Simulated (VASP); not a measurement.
# GaN (P6_3mc) in VASP: relaxation of the atoms with r2SCAN

Aim: the relaxation of the atoms of GaN with r2SCAN.

All numbers are computed with VASP 6.6.1; they aren't measurements. Logs are shortened: lines on timing, memory, paths and dates and some standing lists are left out, and cuts for length are marked.

## (1) The cell of the first run

The structure is hexagonal, space group P6_3mc (No. 186). The conventional cell has a = 3.107 Å, b = 3.107 Å, c = 5.213 Å, α = 90.00°, β = 90.00°, γ = 120.00°. Ga (site symmetry 3m) has 4 N at 1.92 to 1.93 Å within 2.5 Å. N (site symmetry 3m) has 4 Ga at 1.92 to 1.93 Å within 2.5 Å.

## (2) Relaxation of the atoms, r2SCAN (strained cell)

File POSCAR:

```
GaN
1.0
    3.1068859219      0.0000000000      0.0000000000
   -1.5534429609      2.6906421350      0.0000000000
    0.0000000000      0.0000000000      5.2127837922
Ga N
2 2
Direct
    0.3333333333      0.6666666667      0.0034001135
    0.6666666667      0.3333333333      0.5034001135
    0.3333333333      0.6666666667      0.3735998865
    0.6666666667      0.3333333333      0.8735998865
```

File INCAR.step1:

```
SYSTEM = GaN
PREC = Accurate
ENCUT = 580
ISMEAR = 0
SIGMA = 0.02
LREAL = .False.
LASPH = .True.
NELM = 120
GGA = PE
ALGO = Normal
EDIFF = 1E-5
LWAVE = .True.
LCHARG = .False.
GGA_COMPAT = .False.
IBRION = 2
EDIFFG = -0.01
NELMIN = 4
NSW = 100
```

File INCAR.step2:

```
SYSTEM = GaN
PREC = Accurate
ENCUT = 580
EDIFF = 1E-7
ISMEAR = 0
SIGMA = 0.02
LREAL = .False.
LASPH = .True.
NELM = 120
ALGO = Normal
ISIF = 2
LWAVE = .False.
LCHARG = .False.
METAGGA = R2SCAN
LMIXTAU = .True.
IBRION = 2
NSW = 60
EDIFFG = -0.002
ISTART = 1
GGA_COMPAT = .False.
NELMIN = 4
```

File KPOINTS:

```
regular mesh
0
Gamma
  9 9 4
  0 0 0
```

Potentials or basis: VASP PAW PBE potentials, release 64 (Ga_d, N).

Launch:

```bash
> cat potpaw_PBE.64/Ga_d/POTCAR potpaw_PBE.64/N/POTCAR > POTCAR
> cp INCAR.step1 INCAR
> mpirun -np 1 vasp_std > vasp.out
> cp INCAR.step2 INCAR
> mpirun -np 1 vasp_std > vasp.out
```

OUTCAR:

```text
SYSTEM = GaN
   PREC = Accurate
   ENCUT = 580
   EDIFF = 1E-7
   ISMEAR = 0
   LREAL = .False.
   LASPH = .True.
   NELM = 120
   ISIF = 2
   METAGGA = R2SCAN
   IBRION = 2
   NSW = 60
   EDIFFG = -0.002
   ISTART = 1
   NELMIN = 4

 ion  position               nearest neighbor table
   1  0.333  0.667  0.003-   4 1.92   4 1.92   4 1.92   3 1.93
   2  0.667  0.333  0.503-   3 1.92   3 1.92   3 1.92   4 1.93
   3  0.333  0.667  0.374-   2 1.92   2 1.92   2 1.92   1 1.93
   4  0.667  0.333  0.874-   1 1.92   1 1.92   1 1.92   2 1.93

  LATTYP: Found a hexagonal cell.
 ALAT       =     3.1068859219
 C/A-ratio  =     1.6778162840

  Lattice vectors:

 A1 = (   3.1068859219,   0.0000000000,   0.0000000000)
 A2 = (  -1.5534429609,   2.6906421350,   0.0000000000)
 A3 = (   0.0000000000,   0.0000000000,   5.2127837922)

Analysis of symmetry for initial positions (statically):
=====================================================================
 Subroutine PRICEL returns:
 Original cell was already a primitive cell.

 Routine SETGRP: Setting up the symmetry group for a
 hexagonal supercell.

 Subroutine GETGRP returns: Found 12 space group operations
 (whereof  6 operations were pure point group operations)
 out of a pool of 24 trial point group operations.

The static configuration has the point symmetry C_3v.
 The point group associated with its full space group is C_6v.

Analysis of symmetry for dynamics (positions and initial velocities):
=====================================================================
 Subroutine PRICEL returns:
 Original cell was already a primitive cell.

 Routine SETGRP: Setting up the symmetry group for a
 hexagonal supercell.

 Subroutine GETGRP returns: Found 12 space group operations
 (whereof  6 operations were pure point group operations)
 out of a pool of 24 trial point group operations.

The dynamic configuration has the point symmetry C_3v.
 The point group associated with its full space group is C_6v.

 Subroutine INISYM returns: Found 12 space group operations
 (whereof  6 operations are pure point group operations),
 and found     1 'primitive' translations

----------------------------------------------------------------------------------------

                                     Primitive cell

  volume of cell :      43.5764

  direct lattice vectors                    reciprocal lattice vectors
     3.106885922  0.000000000  0.000000000     0.321865696  0.185829246  0.000000000
    -1.553442961  2.690642135  0.000000000     0.000000000  0.371658493  0.000000000
     0.000000000  0.000000000  5.212783792     0.000000000  0.000000000  0.191836078

  length of vectors
     3.106885922  3.106885922  5.212783792     0.371658493  0.371658493  0.191836078

  position of ions in fractional coordinates (direct lattice)
     0.333333333  0.666666667  0.003400113
     0.666666667  0.333333333  0.503400113
     0.333333333  0.666666667  0.373599887
     0.666666667  0.333333333  0.873599887

  ion indices of the primitive-cell ions
   primitive index   ion index
                 1           1
                 2           2
                 3           3
                 4           4

----------------------------------------------------------------------------------------

 KPOINTS: regular mesh

Automatic generation of k-mesh.
 Grid dimensions read from file:
 generate k-points for:    9    9    4

 Generating k-lattice:

  Cartesian coordinates                     Fractional coordinates (reciprocal lattice)
     0.035762855  0.020647694  0.000000000     0.111111111 -0.000000000  0.000000000
     0.000000000  0.041295388  0.000000000     0.000000000  0.111111111  0.000000000
     0.000000000  0.000000000  0.047959020     0.000000000  0.000000000  0.250000000

  Length of vectors
     0.041295388  0.041295388  0.047959020

  Shift w.r.t. Gamma in fractional coordinates (k-lattice)
     0.000000000  0.000000000  0.000000000

 Subroutine IBZKPT returns following result:
 ===========================================

 Found     36 irreducible k-points:

 Following reciprocal coordinates:
            Coordinates               Weight
  0.000000  0.000000  0.000000      1.000000
  0.111111 -0.000000  0.000000      6.000000
  0.222222 -0.000000  0.000000      6.000000
  0.333333 -0.000000  0.000000      6.000000
  0.444444 -0.000000  0.000000      6.000000
  0.111111  0.111111  0.000000      6.000000
[... 16 lines left out ...]
  0.333333  0.222222  0.250000     24.000000
  0.333333  0.333333  0.250000      4.000000
 [... further k-points ...]
   k-points           NKPTS =     36   k-points in BZ     NKDIM =     36   number of bands    NBANDS=     22
   number of dos      NEDOS =    301   number of ions     NIONS =      4
   total plane-waves  NPLWV =  24192
   dimension x,y,z NGX =    24 NGY =   24 NGZ =   42
   dimension x,y,z NGXF=    48 NGYF=   48 NGZF=   84
   ions per type =               2   2
   NGX,Y,Z   is equivalent  to a cutoff of  12.84, 12.84, 13.39 a.u.
   NGXF,Y,Z  is equivalent  to a cutoff of  25.68, 25.68, 26.79 a.u.
 SYSTEM =  GaN
   PREC   = accura    normal or accurate (medium, high low for compatibility)
   ISTART =      1    job   : 0-new  1-cont  2-samecut
   ICHARG =      0    charge: 1-file 2-atom 10-const
   ISPIN  =      1    spin polarized calculation?
   LNONCOLLINEAR =      F non collinear calculations
   LSORBIT =      F    spin-orbit coupling
   LASPH  =      T    aspherical Exc in radial PAW
   ENCUT  =  580.0 eV  42.63 Ry    6.53 a.u.   6.10  6.10 10.24*2*pi/ulx,y,z
   NELM   =    120;   NELMIN=  4; NELMDL=  0     # of ELM steps
   EDIFF  = 0.1E-06   stopping-criterion for ELM
   LREAL  =      F    real-space projection
   EDIFFG = -.2E-02   stopping-criterion for IOM
   NSW    =     60    number of steps for IOM
   IBRION =      2    ionic relax: 0-MD 1-quasi-New 2-CG
   NFREE  =      1    steps in history (QN), initial steepest desc. (CG)
   ISIF   =      2    stress and relaxation
   ISYM   =      2    0-nonsym 1-usesym 2-fastsym
   POTIM  = 0.5000    time-step for ionic-motion
   TEBEG  =    0.0;   TEEND  =   0.0 temperature during run
   PSTRESS=    0.0 pullay stress
   NELECT =      36.0000    total number of electrons
   NUPDOWN=      -1.0000    fix difference up-down
   EMIN   =  10.00;   EMAX   =-10.00  energy-range for DOS
   EFERMI =   0.00;   METHOD = LEGACY
   ISMEAR =     0;   SIGMA  =   0.02  broadening in eV -4-tet -1-fermi 0-gaus
   EFERMI_NEDOS =   21; number of points for ismear=-14 and -15
   IALGO  =     38    algorithm
   IMIX   =      4    mixing-type and parameters
     AMIX     =   0.40;   BMIX     =  1.00
     AMIX_MAG =   1.60;   BMIX_MAG =  1.00
  volume/ion in A,a.u.               =      10.89        73.52
  Fermi-wavevector in a.u.,A,eV,Ry     =   1.536121  2.902847 32.105216  2.359667
  Thomas-Fermi vector in A             =   2.642814
   LORBIT       =      0    0 simple, 1 ext, 2 COOP (PROOUT), +10 PAW based schemes
   METAGGA = R2SCAN    functional components
   LHFCALC =     F    Hartree Fock is set to
   AEXX    =    0.0000 exact exchange contribution
   IVDW    =     0    specifies the selected vdW correction
   LEPSILON=     F    determine dielectric tensor
   LRPA    =     F    only Hartree local field effects (RPA)
 conjugate gradient relaxation of ions
 non-spin polarized calculation
 Gauss-broadening in eV      SIGMA  =   0.02
  energy-cutoff  :      580.00
  volume of cell :       43.58
 maximum number of plane-waves:      1410
   NGX = 13   NGY = 13   NGZ = 21

--------------------------------------- Ionic step        1  -------------------------------------------

 number of electron      36.0000011 magnetization

 Free energy of the ion-electron system (eV)
  ---------------------------------------------------
  ext. energy  EPLUGINS =         0.00000000
  ---------------------------------------------------
  free energy    TOTEN  =       -43.72595260 eV

  energy without entropy =      -43.72595260  energy(sigma->0) =      -43.72595260

------------------------ aborting loop because EDIFF is reached ----------------------------------------

  FORCE on cell =-STRESS in cart. coord.  units (eV):
  Direction    XX          YY          ZZ          XY          YZ          ZX
  --------------------------------------------------------------------------------------
  -------------------------------------------------------------------------------------
  Total        3.6455713      3.6455713      1.1776358      0.0000000      0.0000000      0.0000000
  in kB      134.0371603    134.0371603     43.2982795      0.0000000      0.0000000      0.0000000
  external PRESSURE =     103.7908667 kB  Pullay stress =       0.0000000 kB
[... 61 lines left out ...]
  energy  without entropy=      -43.7263429846  energy(sigma->0) =      -43.72634298

--------------------------------------- Ionic step        3  -------------------------------------------

 number of electron      36.0000007 magnetization

 Free energy of the ion-electron system (eV)
  ---------------------------------------------------
  ext. energy  EPLUGINS =         0.00000000
  ---------------------------------------------------
  free energy    TOTEN  =       -43.72639927 eV

  energy without entropy =      -43.72639927  energy(sigma->0) =      -43.72639927

 E-fermi :   5.7894     XC(G=0): -12.9219

 val. band max:        5.6517340238   @ k =   0.0000   0.0000   0.0000
 cond. band min:       8.1432662412   @ k =   0.0000   0.0000   0.0000
 fundamental gap:      2.4915322173
 Fermi energy:         5.7893547022

 k-point     1 :       0.0000    0.0000    0.0000
  band No.  band energies     occupation
      1     -11.6122      2.00000
      2     -10.4996      2.00000
      3      -8.3062      2.00000
      4      -8.2776      2.00000
      5      -8.2776      2.00000
      6      -8.2041      2.00000
[... 574 lines left out ...]
      6      -8.0194      2.00000
[... 14 lines left out ...]
     21      13.5505      0.00000
     22      14.5641      0.00000

 [... further k-points ...]

------------------------ aborting loop because EDIFF is reached ----------------------------------------

  FORCE on cell =-STRESS in cart. coord.  units (eV):
  Direction    XX          YY          ZZ          XY          YZ          ZX
  --------------------------------------------------------------------------------------
  -------------------------------------------------------------------------------------
  Total        3.7319711      3.7319711      1.0566484      0.0000000     -0.0000000      0.0000000
  in kB      137.2138315    137.2138315     38.8499194      0.0000000     -0.0000000      0.0000000
  external PRESSURE =     104.4258608 kB  Pullay stress =       0.0000000 kB
[... 19 lines left out ...]
  FREE ENERGIE OF THE ION-ELECTRON SYSTEM (eV)
  ---------------------------------------------------
  free  energy   TOTEN  =       -43.7263992680 eV

  energy  without entropy=      -43.7263992680  energy(sigma->0) =      -43.72639927

 reached required accuracy - stopping structural energy minimisation
```

It took 10 min on 1 thread of Intel Xeon 8259CL, shared host; peak memory 0.19 GiB.

Results:

| Quantity | Value |
| --- | --- |
| Free energy | -43.7264 eV |
| Energy gained by relaxing | 0.1 meV/atom |
| Ionic steps | 3 |
| Pressure after relaxing | 10.4 GPa |
| Band gap on the k mesh | 2.49 eV |

The path:
| step | energy change (eV) | largest force (eV/Å) | pressure (GPa) |
| --- | --- | --- | --- |
| 1 | 0.0000 | 0.0795 | 10.38 |
| 2 | -0.0004 | 0.0277 | 10.47 |
| 3 | -0.0004 | 0.0002 | 10.44 |

Final structure:
```
CELL_PARAMETERS angstrom
3.10689 0.00000 0.00000
-1.55344 2.69064 0.00000
0.00000 0.00000 5.21278
ATOMIC_POSITIONS crystal
Ga 0.33333 0.66667 0.00286
Ga 0.66667 0.33333 0.50286
N 0.33333 0.66667 0.37414
N 0.66667 0.33333 0.87414
```

Levels at points of the mesh, in eV from the valence-band top:
```tsv
k point	band 15	band 16	band 17	band 18	band 19	band 20	band 21	band 22
(0.00, 0.00, 0.00)	-1.04	-0.26	0.00	0.00	2.49	5.39	9.91	11.07
(0.00, 0.00, 0.50)	-0.53	-0.53	-0.53	-0.53	5.09	5.09	9.24	9.24
```

Caveat: the cell differs from its parent crystal (strained cell); the PAW data sets were made with another functional, which shifts forces and pressure a little.
